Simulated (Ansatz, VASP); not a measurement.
## Two plane-wave programs on KBr

File POSCAR:

```
KBr
1.0
    0.0000000000      3.2925000000      3.2925000000
    3.2925000000      0.0000000000      3.2925000000
    3.2925000000      3.2925000000      0.0000000000
K Br
1 1
Direct
    0.0000000000      0.0000000000      0.0000000000
    0.4194639201      0.5000000000      0.5000000000
```

INCAR.step1

```
  ALGO = Normal
  EDIFF = 1E-4
  ENCUT = 520
  GGA = PE
  ISMEAR = 0
  LASPH = True
  LCHARG = False
  LREAL = False
  LWAVE = True
  NBANDS = 15
  NELM = 100
  PREC = Accurate
  SIGMA = 0.05
```

Contents of INCAR.step2:

```
  ALGO = Normal
  EDIFF = 1E-6
  ENCUT = 520
  ISIF = 2
  ISMEAR = 0
  ISTART = 1
  LASPH = True
  LCHARG = True
  LELF = True
  LMIXTAU = True
  LREAL = False
  LVHAR = True
  LWAVE = False
  METAGGA = R2SCAN
  NBANDS = 15
  NELM = 100
  PREC = Accurate
  SIGMA = 0.05
```

The input KPOINTS:

```
k-points
0
Gamma
  6 6 6
```

Input for Ansatz:

```yaml
crystal:
  lattice:
    - [0.0, 3.2925, 3.2925]
    - [3.2925, 0.0, 3.2925]
    - [3.2925, 3.2925, 0.0]
  atoms:
    - { symbol: K, position: [0.0, 0.0, 0.0] }
    - { symbol: Br, position: [0.4194639201, 0.5, 0.5] }
basis:
  ecutwfc: 500
kpoints:
  mp_grid: { grid: [6, 6, 6] }
hamiltonian:
  xc: r2scan
scf:
  occupations: { method: gaussian, width: 0.05 }
output:
  forces: true
  stress: true
  eigenvalues: true
```

Change from the starting cell: all Br atoms moved +0.375 Å, as atom 2 towards its neighbour atom 2 (Br) at 4.656 Å.

Alike in both runs: task single point; functional r2SCAN; k mesh 6 × 6 × 6; occupations gaussian, width 0.05 eV; no spin polarisation.

|  | VASP | Ansatz |
| --- | --- | --- |
| version | VASP 6.6.1 | Ansatz 0.2.0 |
| potentials or method | VASP PAW PBE potentials, release 64 (K_sv, Br), cutoff 520 eV | scalar-relativistic, plane waves, PAW |
| valence electrons in the cell | 16 | 16 |

Ansatz gave:

```
gap on the k mesh at the Fermi level (eV)                     : 5.13
least direct gap on the mesh (eV)                             : 5.13
pressure (GPa)                                                : 1.0
traceless stress, the component that is largest in VASP (GPa) : -1.06
rms of the force components (eV/Å)                            : 0.322
```

Problem. Which values does VASP return?

Solution. gap on the k mesh at the Fermi level (eV): 5.13; least direct gap on the mesh (eV): 5.13; pressure (GPa): 1.0; traceless stress, the component that is largest in VASP (GPa): -1.08; rms of the force components (eV/Å): 0.326.

VASP's potentials were made for PBE, not for r2SCAN. Atom by atom the forces differ by 0.004 eV/Å (rms over components).
